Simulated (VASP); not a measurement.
# Te (P6/mmm) in VASP: further runs

The runs below take Te through single point, with PBE.

Everything below comes from runs of VASP 6.6.1. Logs are shortened: lines on timing, memory, paths and dates and some standing lists are left out, and cuts for length are marked.

### Step 1. The cell of the first run

The structure is hexagonal, space group P6/mmm (No. 191). The conventional cell has a = 4.687 Å, b = 4.687 Å, c = 2.762 Å, α = 90.00°, β = 90.00°, γ = 120.00°. Within 3.6 Å of Te (site symmetry 6/mmm) lie 14 Te at 2.76 to 3.04 Å. Within 3.6 Å of Te (site symmetry -6m2) lie 11 Te at 2.71 to 3.04 Å.

This isn't the form of Te at room conditions, which is trigonal, of chains.

### Step 2. Single point, PBE

INCAR

```
PREC = Accurate
ENCUT = 520
EDIFF = 1E-6
ISMEAR = -1
SIGMA = 0.08
LREAL = False
LASPH = True
NELM = 80
ALGO = Normal
ISIF = 2
LWAVE = False
LCHARG = False
GGA = PE
NBANDS = 16
```

KPOINTS

```
regular mesh
0
Gamma
  8 8 11
```

POSCAR

```
Te
1.0
    4.6871724482      0.0000000000      0.0000000000
   -2.3435862241      4.0592104121      0.0000000000
    0.0000000000      0.0000000000      2.7618378941
Te
3
Direct
    0.0000000000      0.0000000000      0.0000000000
    0.3333333333      0.6666666667      0.5000000000
    0.6666666667      0.3333333333      0.5000000000
```

Potentials or basis: VASP PAW PBE potentials, release 64 (Te).

The run is started by

```
$ cat potpaw_PBE.64/Te/POTCAR > POTCAR
$ mpirun -np 1 vasp_std > vasp.out
```

OUTCAR:

```text
PREC = Accurate
   ENCUT = 520
   EDIFF = 1E-6
   ISMEAR = -1
   LREAL = False
   LASPH = True
   NELM = 80
   ISIF = 2
   GGA = PE

 ion  position               nearest neighbor table
   1  0.000  0.000  0.000-   2 3.04   3 3.04   2 3.04   3 3.04   3 3.04   3 3.04   2 3.04   2 3.04
                             3 3.04   3 3.04   2 3.04   2 3.04
   2  0.333  0.667  0.500-   3 2.71   3 2.71   3 2.71   1 3.04   1 3.04   1 3.04   1 3.04   1 3.04
                             1 3.04
   3  0.667  0.333  0.500-   2 2.71   2 2.71   2 2.71   1 3.04   1 3.04   1 3.04   1 3.04   1 3.04
                             1 3.04

  LATTYP: Found a hexagonal cell.
 ALAT       =     4.6871724482
 C/A-ratio  =     0.5892332583

  Lattice vectors:

 A1 = (   4.6871724482,   0.0000000000,   0.0000000000)
 A2 = (  -2.3435862241,   4.0592104121,   0.0000000000)
 A3 = (   0.0000000000,   0.0000000000,   2.7618378941)

Analysis of symmetry for initial positions (statically):
=====================================================================
 Subroutine PRICEL returns:
 Original cell was already a primitive cell.

 Routine SETGRP: Setting up the symmetry group for a
 hexagonal supercell.

 Subroutine GETGRP returns: Found 24 space group operations
 (whereof 24 operations were pure point group operations)
 out of a pool of 24 trial point group operations.

The static configuration has the point symmetry D_6h.

Analysis of symmetry for dynamics (positions and initial velocities):
=====================================================================
 Subroutine PRICEL returns:
 Original cell was already a primitive cell.

 Routine SETGRP: Setting up the symmetry group for a
 hexagonal supercell.

 Subroutine GETGRP returns: Found 24 space group operations
 (whereof 24 operations were pure point group operations)
 out of a pool of 24 trial point group operations.

The dynamic configuration has the point symmetry D_6h.

 Subroutine INISYM returns: Found 24 space group operations
 (whereof 24 operations are pure point group operations),
 and found     1 'primitive' translations

----------------------------------------------------------------------------------------
[... 85 lines left out ...]
 SYSTEM =  unknown system
   PREC   = accura    normal or accurate (medium, high low for compatibility)
   ISTART =      0    job   : 0-new  1-cont  2-samecut
   ICHARG =      2    charge: 1-file 2-atom 10-const
   ISPIN  =      1    spin polarized calculation?
   LNONCOLLINEAR =      F non collinear calculations
   LSORBIT =      F    spin-orbit coupling
   LASPH  =      T    aspherical Exc in radial PAW
   ENCUT  =  520.0 eV  38.22 Ry    6.18 a.u.   8.72  8.72  5.14*2*pi/ulx,y,z
   NELM   =     80;   NELMIN=  2; NELMDL= -5     # of ELM steps
   EDIFF  = 0.1E-05   stopping-criterion for ELM
   LREAL  =      F    real-space projection
   EDIFFG = 0.1E-04   stopping-criterion for IOM
   NSW    =      0    number of steps for IOM
   IBRION =     -1    ionic relax: 0-MD 1-quasi-New 2-CG
   NFREE  =      0    steps in history (QN), initial steepest desc. (CG)
   ISIF   =      2    stress and relaxation
   ISYM   =      2    0-nonsym 1-usesym 2-fastsym
   POTIM  = 0.5000    time-step for ionic-motion
   TEBEG  =    0.0;   TEEND  =   0.0 temperature during run
   PSTRESS=    0.0 pullay stress
   NELECT =      18.0000    total number of electrons
   NUPDOWN=      -1.0000    fix difference up-down
   EMIN   =  10.00;   EMAX   =-10.00  energy-range for DOS
   EFERMI =   0.00;   METHOD = LEGACY
   ISMEAR =    -1;   SIGMA  =   0.08  broadening in eV -4-tet -1-fermi 0-gaus
   EFERMI_NEDOS =   21; number of points for ismear=-14 and -15
   IALGO  =     38    algorithm
   IMIX   =      4    mixing-type and parameters
     AMIX     =   0.40;   BMIX     =  1.00
     AMIX_MAG =   1.60;   BMIX_MAG =  1.00
  volume/ion in A,a.u.               =      17.52       118.20
  Fermi-wavevector in a.u.,A,eV,Ry     =   1.145466  2.164616 17.852092  1.312092
  Thomas-Fermi vector in A             =   2.282154
   LORBIT       =      0    0 simple, 1 ext, 2 COOP (PROOUT), +10 PAW based schemes
   GGA     = PE    functional components
   LHFCALC =     F    Hartree Fock is set to
   AEXX    =    0.0000 exact exchange contribution
   IVDW    =     0    specifies the selected vdW correction
   LEPSILON=     F    determine dielectric tensor
   LRPA    =     F    only Hartree local field effects (RPA)
 non-spin polarized calculation
  energy-cutoff  :      520.00
  volume of cell :       52.55
 maximum number of plane-waves:      1436
 NGX is ok and might be reduce to    36
   NGX = 17   NGY = 17   NGZ = 11

 number of electron      17.9999999 magnetization

 Free energy of the ion-electron system (eV)
  ---------------------------------------------------
  ext. energy  EPLUGINS =         0.00000000
  ---------------------------------------------------
  free energy    TOTEN  =        -2.61209928 eV

  energy without entropy =       -2.58114779  energy(sigma->0) =       -2.59662353

 E-fermi :  16.4374     XC(G=0): -12.3582

 val. band max:       16.4250640189   @ k =   0.5000   0.0000   0.4545
 cond. band min:      16.4775765731   @ k =   0.5000   0.0000   0.0909
 fundamental gap:      0.0525125542
 Fermi energy:        16.4374340404

 k-point     1 :       0.0000    0.0000    0.0000
  band No.  band energies     occupation
      1      -2.8496      2.00000
      2       4.7702      2.00000
      3       4.8185      2.00000
      4       8.1743      2.00000
      5       8.1743      2.00000
      6       8.5779      2.00000
[... 433 lines left out ...]
      3       4.1187      2.00000
      4       6.6829      2.00000
      5      11.5927      2.00000
      6      13.3575      2.00000
[... 8 lines left out ...]
     15      25.8848      0.00000
     16      26.3878      0.00000

 [... further k-points ...]
[... 5 lines left out ...]
  --------------------------------------------------------------------------------------
  -------------------------------------------------------------------------------------
  Total       28.6460164     28.6460164     28.7309595      0.0000000      0.0000000      0.0000000
  in kB      873.4220223    873.4220223    876.0119544      0.0000000      0.0000000      0.0000000
  external PRESSURE =     874.2853330 kB  Pullay stress =       0.0000000 kB

 VOLUME and BASIS-vectors are now :
 -----------------------------------------------------------------------------
  energy-cutoff  :      520.00
  volume of cell :       52.55
      direct lattice vectors                 reciprocal lattice vectors
     4.687172448  0.000000000  0.000000000     0.213348242  0.123176665  0.000000000
    -2.343586224  4.059210412  0.000000000     0.000000000  0.246353329  0.000000000
     0.000000000  0.000000000  2.761837894     0.000000000  0.000000000  0.362077732

 POSITION                                       TOTAL-FORCE (eV/Angst)
 -----------------------------------------------------------------------------------
      0.00000      0.00000      0.00000         0.000000      0.000000     -0.000000
     -0.00000      2.70614      1.38092        -0.000000      0.000000      0.000000
      2.34359      1.35307      1.38092         0.000000      0.000000     -0.000000
 -----------------------------------------------------------------------------------
    total drift:                               -0.000000     -0.000000     -0.000000

  FREE ENERGIE OF THE ION-ELECTRON SYSTEM (eV)
  ---------------------------------------------------
  free  energy   TOTEN  =        -2.6120992771 eV

  energy  without entropy=       -2.5811477851  energy(sigma->0) =       -2.59662353
```

stdout:

```text
POSCAR found type information on POSCAR Te
 POSCAR found :  1 types and       3 ions
 scaLAPACK will be used
 LDA part: xc-table for (Slater+PW92), standard interpolation
 POSCAR, INCAR and KPOINTS ok, starting setup
 FFT: planning ... GRIDC
 FFT: planning ... GRID_SOFT
 FFT: planning ... GRID
 WAVECAR not read
 entering main loop
```

It took 19 s on 1 thread of Intel Xeon 6975P-C (Granite Rapids), shared host; peak memory 0.19 GiB.

What came out:

| Quantity | Value |
| --- | --- |
| Free energy | -2.6121 eV |
| Pressure | 87.4 GPa |
| Band gap on the k mesh | zero (bands 9 and 10 overlap by 9.14 eV) |

Stress tensor (GPa, compression positive):
```
87.34  0.00  0.00
 0.00 87.34  0.00
 0.00  0.00 87.60
```

Levels at points of the mesh, in eV from the Fermi level:
| k point | band 5 | band 6 | band 7 | band 8 | band 9 | band 10 | band 11 | band 12 | band 13 | band 14 |
| --- | --- | --- | --- | --- | --- | --- | --- | --- | --- | --- |
| (0.00, 0.00, 0.00) | -8.26 | -7.86 | -7.86 | 0.24 | 4.78 | 6.08 | 6.08 | 7.03 | 7.21 | 10.46 |
| (0.50, 0.00, 0.00) | -3.18 | -2.84 | -1.15 | -0.93 | 0.65 | 2.69 | 2.84 | 5.55 | 5.67 | 6.52 |

Caveat: the cell stands under pressure; spin-orbit coupling is left out, which moves the levels of the heavy elements.

### Step 3. Single point, PBE

INCAR

```
SYSTEM = Te
ALGO = Normal
EDIFF = 1E-6
ENCUT = 520
GGA = PE
ISIF = 2
ISMEAR = -1
LASPH = .True.
LCHARG = .True.
LELF = .True.
LREAL = .False.
LVHAR = .True.
LWAVE = .False.
NBANDS = 16
NELM = 100
PREC = Accurate
SIGMA = 0.08
```

KPOINTS

```
k-points
0
Gamma
  8 8 11
  0 0 0
```

Edit POSCAR of step 2 so:

```diff
@@ -3,3 +3,3 @@
     4.6871724482      0.0000000000      0.0000000000
-   -2.3435862241      4.0592104121      0.0000000000
+   -2.3435862241      4.0592104120      0.0000000000
     0.0000000000      0.0000000000      2.7618378941
```

Potentials or basis: VASP PAW PBE potentials, release 64 (Te).

The run is started by

```
$ cat potpaw_PBE.64/Te/POTCAR > POTCAR
$ mpirun -np 1 vasp_std > vasp.out
```

It took 16 s on 1 thread of Intel Xeon 6975P-C (Granite Rapids), shared host; peak memory 0.19 GiB.

Results (log left out):

- Free energy: -2.6121 eV
- Pressure: 87.4 GPa
- Band gap on the k mesh: zero (bands 9 and 10 overlap by 9.14 eV)

Stress tensor (GPa, compression positive):
```
87.34  0.00  0.00
 0.00 87.34  0.00
 0.00  0.00 87.60
```

Levels at points of the mesh, in eV from the Fermi level:
| k point | band 6 | band 7 | band 8 | band 9 | band 10 | band 11 | band 12 | band 13 |
| --- | --- | --- | --- | --- | --- | --- | --- | --- |
| (0.00, 0.00, 0.00) | -7.86 | -7.86 | 0.24 | 4.78 | 6.08 | 6.08 | 7.03 | 7.21 |
| (0.50, 0.00, 0.00) | -2.84 | -1.15 | -0.93 | 0.65 | 2.69 | 2.84 | 5.55 | 5.67 |

Caveat: the cell stands under pressure; spin-orbit coupling is left out, which moves the levels of the heavy elements.
